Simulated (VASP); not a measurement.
# YPdCl5 (P4/mmm) in VASP: a series of runs

The runs below take YPdCl5 through single point, with PBE.

All numbers are computed with VASP 6.6.1; they aren't measurements. Logs are shortened: lines on timing, memory, paths and dates and some standing lists are left out, and cuts for length are marked.

## Step 1: The cell of the first run

It takes space group P4/mmm (No. 123, tetragonal). The conventional cell has a = 4.563 Å, b = 4.563 Å, c = 8.015 Å, α = 90.00°, β = 90.00°, γ = 90.00°. Y (site symmetry 4/mmm) has 8 Cl at 2.91 Å within 3.8 Å. Within 4.2 Å of Pd (site symmetry 4/mmm) lie 12 Cl at 3.17 to 3.23 Å. Within 3.8 Å of Cl (site symmetry 2mm) lie 2 Y at 2.91 Å and 2 Pd at 3.17 Å and 7 Cl at 3.17 to 3.63 Å. Cl (site symmetry 4/mmm) has 8 Cl at 3.17 Å and 4 Pd at 3.23 Å and 2 Y at 4.01 Å within 4.2 Å.

## Step 2: Single point, PBE

File INCAR:

```
SYSTEM = YPdCl5
PREC     = Accurate       ! precision mode
ENCUT    = 520            ! plane-wave cutoff, eV
EDIFF    = 1E-6           ! SCF threshold, eV
ISMEAR   = 0              ! smearing method
SIGMA    = 0.1            ! smearing width, eV
LREAL    = .False.        ! projectors in reciprocal space
LASPH    = .True.         ! aspherical terms in the spheres
NELM     = 100            ! most SCF steps
ALGO     = Normal         ! electronic algorithm
ISIF     = 2              ! what is computed and relaxed
LWAVE    = .False.        ! write WAVECAR
LCHARG   = .False.        ! write CHGCAR
GGA      = PE             ! functional
NBANDS   = 37             ! bands
```

File KPOINTS:

```
Automatic mesh
0
Gamma
  4 4 2
  0 0 0
```

File POSCAR:

```
YPdCl5
1.0
    4.5633509640      0.0000000000      0.0000000000
    0.0000000000      4.5633509640      0.0000000000
    0.0000000000      0.0000000000      8.0148488858
Y Pd Cl
1 1 5
Direct
    0.0000000000      0.0000000000      0.5000000000
    0.5000000000      0.5000000000      0.0000000000
    0.5000000000      0.0000000000      0.7262000000
    0.0000000000      0.5000000000      0.7262000000
    0.5000000000      0.0000000000      0.2738000000
    0.0000000000      0.5000000000      0.2738000000
    0.0000000000      0.0000000000      0.0000000000
```

Potentials or basis: VASP PAW PBE potentials, release 64 (Y_sv, Pd, Cl).

Launch:

```
> cat potpaw_PBE.64/Y_sv/POTCAR potpaw_PBE.64/Pd/POTCAR potpaw_PBE.64/Cl/POTCAR > POTCAR
> mpirun -np 1 vasp_std > vasp.out
```

OUTCAR:

```text
SYSTEM = YPdCl5
   PREC = Accurate
   ENCUT = 520
   EDIFF = 1E-6
   ISMEAR = 0
   LREAL = .False.
   LASPH = .True.
   NELM = 100
   ISIF = 2
   GGA = PE

 ion  position               nearest neighbor table
   1  0.000  0.000  0.500-   3 2.91   4 2.91   5 2.91   6 2.91   4 2.91   6 2.91   3 2.91   5 2.91

   2  0.500  0.500  0.000-
   3  0.500  0.000  0.726-   1 2.91   1 2.91
   4  0.000  0.500  0.726-   1 2.91   1 2.91
   5  0.500  0.000  0.274-   1 2.91   1 2.91
   6  0.000  0.500  0.274-   1 2.91   1 2.91
   7  0.000  0.000  0.000-

  LATTYP: Found a simple tetragonal cell.
 ALAT       =     4.5633509640
 C/A-ratio  =     1.7563516260

  Lattice vectors:

 A1 = (   4.5633509640,   0.0000000000,   0.0000000000)
 A2 = (   0.0000000000,   4.5633509640,   0.0000000000)
 A3 = (   0.0000000000,   0.0000000000,   8.0148488858)

Analysis of symmetry for initial positions (statically):
=====================================================================
 Subroutine PRICEL returns:
 Original cell was already a primitive cell.

 Routine SETGRP: Setting up the symmetry group for a
 simple tetragonal supercell.

 Subroutine GETGRP returns: Found 16 space group operations
 (whereof 16 operations were pure point group operations)
 out of a pool of 16 trial point group operations.

The static configuration has the point symmetry D_4h.

Analysis of symmetry for dynamics (positions and initial velocities):
=====================================================================
 Subroutine PRICEL returns:
 Original cell was already a primitive cell.

 Routine SETGRP: Setting up the symmetry group for a
 simple tetragonal supercell.

 Subroutine GETGRP returns: Found 16 space group operations
 (whereof 16 operations were pure point group operations)
 out of a pool of 16 trial point group operations.

The dynamic configuration has the point symmetry D_4h.

 Subroutine INISYM returns: Found 16 space group operations
 (whereof 16 operations are pure point group operations),
 and found     1 'primitive' translations

----------------------------------------------------------------------------------------

                                     Primitive cell

  volume of cell :     166.9026

  direct lattice vectors                    reciprocal lattice vectors
     4.563350964  0.000000000  0.000000000     0.219137210  0.000000000  0.000000000
     0.000000000  4.563350964  0.000000000     0.000000000  0.219137210  0.000000000
     0.000000000  0.000000000  8.014848886     0.000000000  0.000000000  0.124768416

  length of vectors
     4.563350964  4.563350964  8.014848886     0.219137210  0.219137210  0.124768416

  position of ions in fractional coordinates (direct lattice)
     0.000000000  0.000000000  0.500000000
     0.500000000  0.500000000  0.000000000
     0.500000000  0.000000000  0.726200000
     0.000000000  0.500000000  0.726200000
     0.500000000  0.000000000  0.273800000
     0.000000000  0.500000000  0.273800000
     0.000000000  0.000000000  0.000000000

  ion indices of the primitive-cell ions
   primitive index   ion index
                 1           1
                 2           2
                 3           3
                 4           4
                 5           5
                 6           6
                 7           7

----------------------------------------------------------------------------------------

 KPOINTS: Automatic mesh

Automatic generation of k-mesh.
 Grid dimensions read from file:
 generate k-points for:    4    4    2

 Generating k-lattice:

  Cartesian coordinates                     Fractional coordinates (reciprocal lattice)
     0.054784303  0.000000000  0.000000000     0.250000000  0.000000000  0.000000000
     0.000000000  0.054784303  0.000000000     0.000000000  0.250000000  0.000000000
     0.000000000  0.000000000  0.062384208     0.000000000  0.000000000  0.500000000

  Length of vectors
     0.054784303  0.054784303  0.062384208

  Shift w.r.t. Gamma in fractional coordinates (k-lattice)
     0.000000000  0.000000000  0.000000000

 Subroutine IBZKPT returns following result:
 ===========================================

 Found     12 irreducible k-points:

 Following reciprocal coordinates:
            Coordinates               Weight
  0.000000  0.000000  0.000000      1.000000
  0.250000  0.000000  0.000000      4.000000
  0.500000  0.000000  0.000000      2.000000
  0.250000  0.250000  0.000000      4.000000
  0.500000  0.250000  0.000000      4.000000
  0.500000  0.500000  0.000000      1.000000
  0.000000  0.000000  0.500000      1.000000
  0.250000  0.000000  0.500000      4.000000
  0.500000  0.000000  0.500000      2.000000
  0.250000  0.250000  0.500000      4.000000
  0.500000  0.250000  0.500000      4.000000
  0.500000  0.500000  0.500000      1.000000
   k-points           NKPTS =     12   k-points in BZ     NKDIM =     12   number of bands    NBANDS=     37
   number of dos      NEDOS =    301   number of ions     NIONS =      7
   total plane-waves  NPLWV =  77760
   dimension x,y,z NGX =    36 NGY =   36 NGZ =   60
   dimension x,y,z NGXF=    72 NGYF=   72 NGZF=  120
   ions per type =               1   1   5
   NGX,Y,Z   is equivalent  to a cutoff of  13.12, 13.12, 12.45 a.u.
   NGXF,Y,Z  is equivalent  to a cutoff of  26.23, 26.23, 24.89 a.u.
 SYSTEM =  YPdCl5
   PREC   = accura    normal or accurate (medium, high low for compatibility)
   ISTART =      0    job   : 0-new  1-cont  2-samecut
   ICHARG =      2    charge: 1-file 2-atom 10-const
   ISPIN  =      1    spin polarized calculation?
   LNONCOLLINEAR =      F non collinear calculations
   LSORBIT =      F    spin-orbit coupling
   LASPH  =      T    aspherical Exc in radial PAW
   ENCUT  =  520.0 eV  38.22 Ry    6.18 a.u.   8.48  8.48 14.90*2*pi/ulx,y,z
   NELM   =    100;   NELMIN=  2; NELMDL= -5     # of ELM steps
   EDIFF  = 0.1E-05   stopping-criterion for ELM
   LREAL  =      F    real-space projection
[... 7 lines left out ...]
   TEBEG  =    0.0;   TEEND  =   0.0 temperature during run
   PSTRESS=    0.0 pullay stress
   NELECT =      56.0000    total number of electrons
   NUPDOWN=      -1.0000    fix difference up-down
   EMIN   =  10.00;   EMAX   =-10.00  energy-range for DOS
   EFERMI =   0.00;   METHOD = LEGACY
   ISMEAR =     0;   SIGMA  =   0.10  broadening in eV -4-tet -1-fermi 0-gaus
   EFERMI_NEDOS =   21; number of points for ismear=-14 and -15
   IALGO  =     38    algorithm
   IMIX   =      4    mixing-type and parameters
     AMIX     =   0.40;   BMIX     =  1.00
     AMIX_MAG =   1.60;   BMIX_MAG =  1.00
  volume/ion in A,a.u.               =      23.84       160.90
  Fermi-wavevector in a.u.,A,eV,Ry     =   1.137583  2.149720 17.607237  1.294095
  Thomas-Fermi vector in A             =   2.274288
   LORBIT       =      0    0 simple, 1 ext, 2 COOP (PROOUT), +10 PAW based schemes
   GGA     = PE    functional components
   LHFCALC =     F    Hartree Fock is set to
   AEXX    =    0.0000 exact exchange contribution
   IVDW    =     0    specifies the selected vdW correction
   LEPSILON=     F    determine dielectric tensor
   LRPA    =     F    only Hartree local field effects (RPA)
 non-spin polarized calculation
 Gauss-broadening in eV      SIGMA  =   0.10
  energy-cutoff  :      520.00
  volume of cell :      166.90
 maximum number of plane-waves:      4518
 NGX is ok and might be reduce to    36
   NGX = 17   NGY = 17   NGZ = 29

 number of electron      56.0000001 magnetization

 Free energy of the ion-electron system (eV)
  ---------------------------------------------------
  ext. energy  EPLUGINS =         0.00000000
  ---------------------------------------------------
  free energy    TOTEN  =       -26.59453246 eV

  energy without entropy =      -26.52674725  energy(sigma->0) =      -26.56063986

 E-fermi :   2.0325     XC(G=0):  -9.2594

 val. band max:        2.0100731383   @ k =   0.5000   0.2500   0.0000
 cond. band min:       2.0344568368   @ k =   0.2500   0.2500   0.0000
 fundamental gap:      0.0243836985
 Fermi energy:         2.0324873252

 k-point     1 :       0.0000    0.0000    0.0000
  band No.  band energies     occupation
      1     -40.6721      2.00000
      2     -20.5468      2.00000
      3     -20.5468      2.00000
      4     -20.5379      2.00000
      5     -12.5534      2.00000
      6     -12.1113      2.00000
[... 29 lines left out ...]
     36       8.1974      0.00000
     37       8.9745      0.00000

 k-point     2 :       0.2500    0.0000    0.0000
  band No.  band energies     occupation
      1     -40.6717      2.00000
      2     -20.5677      2.00000
      3     -20.5460      2.00000
      4     -20.5320      2.00000
      5     -12.3735      2.00000
      6     -12.0057      2.00000
[... 29 lines left out ...]
     36       8.3969      0.00000
     37       9.3786      0.00000

 k-point     3 :       0.5000    0.0000    0.0000
  band No.  band energies     occupation
      1     -40.6713      2.00000
      2     -20.5883      2.00000
      3     -20.5452      2.00000
      4     -20.5260      2.00000
      5     -12.0492      2.00000
      6     -11.7937      2.00000
[... 29 lines left out ...]
     36       8.7308      0.00000
     37       8.9155      0.00000

 k-point     4 :       0.2500    0.2500    0.0000
  band No.  band energies     occupation
      1     -40.6713      2.00000
      2     -20.5669      2.00000
      3     -20.5666      2.00000
      4     -20.5261      2.00000
      5     -12.2123      2.00000
      6     -11.9279      2.00000
[... 29 lines left out ...]
     36       8.3411      0.00000
     37       9.1168      0.00000
[... 203 lines left out ...]
      1     -40.6713      2.00000
      2     -20.5669      2.00000
      3     -20.5665      2.00000
      4     -20.5262      2.00000
      5     -12.0962      2.00000
      6     -12.0652      2.00000
[... 29 lines left out ...]
     36       8.4538      0.00000
     37       9.5649      0.00000

 k-point    11 :       0.5000    0.2500    0.5000
  band No.  band energies     occupation
      1     -40.6709      2.00000
      2     -20.5872      2.00000
      3     -20.5658      2.00000
      4     -20.5203      2.00000
      5     -11.8287      2.00000
      6     -11.8080      2.00000
[... 29 lines left out ...]
     36       8.9849      0.00000
     37       9.5258      0.00000

 k-point    12 :       0.5000    0.5000    0.5000
  band No.  band energies     occupation
      1     -40.6704      2.00000
      2     -20.5862      2.00000
      3     -20.5862      2.00000
      4     -20.5145      2.00000
      5     -11.7443      2.00000
      6     -11.7443      2.00000
[... 29 lines left out ...]
     36       9.2672      0.00000
     37      10.5353      0.00000

------------------------ aborting loop because EDIFF is reached ----------------------------------------

  FORCE on cell =-STRESS in cart. coord.  units (eV):
  Direction    XX          YY          ZZ          XY          YZ          ZX
  --------------------------------------------------------------------------------------
  -------------------------------------------------------------------------------------
  Total       -1.8160193     -1.8160193     -6.0363535      0.0000000      0.0000000     -0.0000000
  in kB      -17.4328328    -17.4328328    -57.9458267      0.0000000      0.0000000     -0.0000000
  external PRESSURE =     -30.9371641 kB  Pullay stress =       0.0000000 kB

 VOLUME and BASIS-vectors are now :
 -----------------------------------------------------------------------------
  energy-cutoff  :      520.00
  volume of cell :      166.90
      direct lattice vectors                 reciprocal lattice vectors
     4.563350964  0.000000000  0.000000000     0.219137210  0.000000000  0.000000000
     0.000000000  4.563350964  0.000000000     0.000000000  0.219137210  0.000000000
     0.000000000  0.000000000  8.014848886     0.000000000  0.000000000  0.124768416

 POSITION                                       TOTAL-FORCE (eV/Angst)
 -----------------------------------------------------------------------------------
      0.00000      0.00000      4.00742        -0.000000     -0.000000      0.000000
      2.28168      2.28168      0.00000        -0.000000     -0.000000      0.000000
      2.28168      0.00000      5.82038         0.000000      0.000000     -1.127400
      0.00000      2.28168      5.82038         0.000000      0.000000     -1.127400
      2.28168      0.00000      2.19447        -0.000000     -0.000000      1.127400
      0.00000      2.28168      2.19447        -0.000000      0.000000      1.127400
      0.00000      0.00000      0.00000        -0.000000     -0.000000      0.000000
 -----------------------------------------------------------------------------------
    total drift:                                0.000000      0.000000      0.000000

  FREE ENERGIE OF THE ION-ELECTRON SYSTEM (eV)
  ---------------------------------------------------
  free  energy   TOTEN  =       -26.5945324646 eV

  energy  without entropy=      -26.5267472535  energy(sigma->0) =      -26.56063986
```

It took 76 s on 1 thread of Intel Xeon Platinum 8259CL at 2.50GHz (Skylake/Cascade Lake), shared host; peak memory 0.31 GiB.

Results:

```yaml
Free_energy: -26.5945 eV
Pressure: -3.1 GPa
Largest_force: 1.127 eV/Å
Band_gap_on_the_k_mesh: zero (band 28 reaches 2.19 eV, above the bottom of band 29 at 1.89 eV)
```

Forces in eV/Å, atoms in the order of the input:
```
Y    0.000  0.000  0.000
Pd   0.000  0.000  0.000
Cl   0.000  0.000 -1.127
Cl   0.000  0.000 -1.127
Cl   0.000  0.000  1.127
Cl   0.000  0.000  1.127
Cl   0.000  0.000  0.000
```

Caveat: the k points lie up to 0.39 Å⁻¹ apart; forces of over 1 eV/Å act on the atoms, so gaps and moduli don't describe the material at rest.

## Step 3: Single point, PBE, collinear spin, ferromagnetic start

This run uses another cell than the first one, of 24.95 Å³/atom, 1.046 times its volume.

File INCAR:

```
SYSTEM = YPdCl5
PREC = Accurate
ENCUT = 520
EDIFF = 1E-6
ISMEAR = 0
SIGMA = 0.1
LREAL = .FALSE.
LASPH = .TRUE.
NELM = 150
ALGO = Normal
ISIF = 2
LWAVE = .FALSE.
LCHARG = .FALSE.
ISPIN = 2
MAGMOM = 0 1.11 0.12 0.12 0.12 0.12 0.49
LORBIT = 11
LMAXMIX = 4
GGA = PE
NBANDS = 41
```

File KPOINTS:

```
regular mesh
0
G
  4 4 2
  0 0 0
```

File POSCAR:

```
YPdCl5
1.0
    4.3718446577      0.0000000000      0.0000000000
    0.0000000000      4.3718446577      0.0000000000
    0.0000000000      0.0000000000      9.1380176314
Y Pd Cl
1 1 5
Direct
    0.0000000000      0.0000000000      0.5000000000
    0.5000000000      0.5000000000      0.0000000000
    0.5000000000      0.0000000000      0.6806304348
    0.0000000000      0.5000000000      0.6806304348
    0.5000000000      0.0000000000      0.3193695652
    0.0000000000      0.5000000000      0.3193695652
    0.0000000000      0.0000000000      0.0000000000
```

Potentials or basis: VASP PAW PBE potentials, release 64 (Y_sv, Pd, Cl).

Launch:

```
> cat potpaw_PBE.64/Y_sv/POTCAR potpaw_PBE.64/Pd/POTCAR potpaw_PBE.64/Cl/POTCAR > POTCAR
> mpirun -np 1 vasp_std > vasp.out
```

It took 3.5 min on 1 thread of Intel Xeon Platinum 8259CL at 2.50GHz (Skylake/Cascade Lake), shared host; peak memory 0.44 GiB.

It converged, with:

| Quantity | Value |
| --- | --- |
| Free energy | -27.3742 eV |
| Pressure | -0.1 GPa |
| Largest force | 0.004 eV/Å |
| Net moment | 1.59 μB per cell |
| Site moments | Y -0.01; Pd +0.95; Cl +0.08, +0.20 μB |
| Valence electrons inside the program's atomic spheres | Y 9.39; Pd 8.65; Cl 5.12, 5.01 |

Forces on the atoms (eV/Å):
```
Y    0.000  0.000  0.000
Pd   0.000  0.000  0.000
Cl   0.000  0.000 -0.004
Cl   0.000  0.000 -0.004
Cl   0.000  0.000  0.004
Cl   0.000  0.000  0.004
Cl   0.000  0.000  0.000
```

Stress tensor (GPa, compression positive):
```
-0.11  0.00  0.00
 0.00 -0.11  0.00
 0.00  0.00  0.06
```

Levels at points of the mesh, in eV from the Fermi level:
Spin up:
```
           k point  band 27  band 28  band 29  band 30  band 31  band 32
(0.00, 0.00, 0.00)    -0.34    -0.33    -0.33     1.89     3.80     4.18
(0.50, 0.00, 0.00)    -0.64    -0.41    -0.07     4.21     4.30     4.61
(0.50, 0.50, 0.00)    -0.14     0.28     0.42     2.42     4.41     4.61
(0.00, 0.00, 0.50)    -0.39    -0.31    -0.31     2.35     3.46     4.18
(0.50, 0.00, 0.50)    -0.51    -0.47    -0.08     4.25     4.38     4.64
(0.50, 0.50, 0.50)    -0.14     0.27     0.42     2.74     3.75     4.66
```
Spin down:
```csv
k point,band 23,band 24,band 25,band 26,band 27,band 28,band 29,band 30,band 31,band 32
"(0.00, 0.00, 0.00)",-0.42,-0.37,-0.28,-0.22,-0.22,-0.15,-0.15,2.07,3.83,4.18
"(0.50, 0.00, 0.00)",-1.46,-0.53,-0.45,-0.43,-0.17,0.11,0.80,4.21,4.60,4.63
"(0.50, 0.50, 0.00)",-0.39,-0.39,-0.25,-0.23,-0.07,0.45,0.59,2.63,4.49,4.61
"(0.00, 0.00, 0.50)",-0.45,-0.37,-0.27,-0.25,-0.25,-0.17,-0.17,2.57,3.47,4.18
"(0.50, 0.00, 0.50)",-1.23,-1.04,-0.52,-0.47,-0.18,0.19,0.80,4.25,4.66,4.68
"(0.50, 0.50, 0.50)",-0.48,-0.48,-0.25,-0.21,-0.08,0.44,0.60,3.00,3.78,4.66
```
